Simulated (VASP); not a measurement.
Input of a VASP 6.6.1 run:

Contents of INCAR:

```
SYSTEM = GaN
PREC = Accurate
ENCUT = 520
EDIFF = 1E-8
ISMEAR = 0
SIGMA = 0.01
LREAL = .FALSE.
LASPH = .TRUE.
NELM = 80
ALGO = Normal
ISIF = 2
LWAVE = .FALSE.
LCHARG = .FALSE.
METAGGA = R2SCAN
LMIXTAU = .TRUE.
LCALCEPS = .TRUE.
```

Contents of KPOINTS:

```
Automatic mesh
0
G
  9 9 4
  0 0 0
```

Contents of POSCAR:

```
GaN
1.0
    3.1831493761      0.0000000000      0.0000000000
   -1.5915746880      2.7566882238      0.0000000000
    0.0000000000      0.0000000000      5.0799527247
Ga N
2 2
Direct
    0.3333333333      0.6666666667     -0.0026894077
    0.6666666667      0.3333333333      0.4973105923
    0.3333333333      0.6666666667      0.3776894077
    0.6666666667      0.3333333333      0.8776894077
```

Potentials or basis: VASP PAW PBE potentials, release 64 (Ga_d, N).

Run with:

```sh
$ cat potpaw_PBE.64/Ga_d/POTCAR potpaw_PBE.64/N/POTCAR > POTCAR
$ mpirun -np 1 vasp_std > vasp.out
```

Problem. What does it give for the electronic dielectric tensor (diagonal)?

Solution. 5.25, 5.25, 5.29.

Problem. Estimate the Born charges (mean of the diagonal).

Solution. Ga +2.67; N -2.67 e.

Problem. Predict the band gap on the k mesh.

Solution. 2.47 eV.

Dipole moments of the cell (e·Å, modulo the quantum): ionic 0.000, 0.000, 39.151; electronic 0.000, 0.000, -4.996

Caveat: the cell differs from its parent crystal (uniaxial z strain -2.0%).
